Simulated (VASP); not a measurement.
The system is NaScTe2.

```
Na Te Sc
1.0
     4.24605    0.00000    0.00000
     0.00000    4.24605    0.00000
     0.00000    0.00000    5.85398
Na Te Sc
1 2 1
Direct
  0.00000 0.00000 0.00000
  0.00000 0.00000 0.50000
  0.50000 0.50000 0.00000
  0.50000 0.50000 0.50000
```

- Program: VASP 6.6.1
- Task: relaxation of cell and atoms
- Functional: r2SCAN
- Dispersion: rVV10
- Potentials or basis: VASP PAW PBE potentials, release 64 (Na_pv, Te, Sc_sv)
- Cutoff: 600 eV
- k mesh: 6 × 6 × 4
- Occupations: fermi-dirac, width 0.03 eV
- Spin: no spin polarisation

At the start: pressure 1.3 GPa; volume 26.39 Å³/atom.

Q: How do energy, volume and symmetry change on relaxing?

A: Over 7 steps the energy falls by 2.6 meV/atom and the volume is 27.09 Å³/atom (+2.7 %); space group P4/mmm (No. 123, to 0.1 Å) before and after.

The path:
```tsv
step	energy change (eV)	largest force (eV/Å)	pressure (GPa)	volume (Å³)
1	0.0000	0.0000	1.29	105.54
2	-0.0096	0.0000	-0.26	108.81
3	-0.0101	0.0000	0.02	108.18
4	-0.0101	0.0000	-0.01	108.25
5	-0.0101	0.0000	-0.04	108.31
6	-0.0106	0.0000	-0.02	108.35
7	-0.0106	0.0000	-0.02	108.36
```

Final structure:
```yaml
crystal:
  lattice:
    - [4.29142, 0.00000, 0.00000]
    - [0.00000, 4.29142, 0.00000]
    - [0.00000, 0.00000, 5.88378]
  atoms:
    - { symbol: Na, position: [0.00000, 0.00000, 0.00000] }
    - { symbol: Te, position: [0.00000, 0.00000, 0.50000] }
    - { symbol: Te, position: [0.50000, 0.50000, 0.00000] }
    - { symbol: Sc, position: [0.50000, 0.50000, 0.50000] }
```

Caveat: the PAW data sets were made with another functional, which shifts forces and pressure a little.
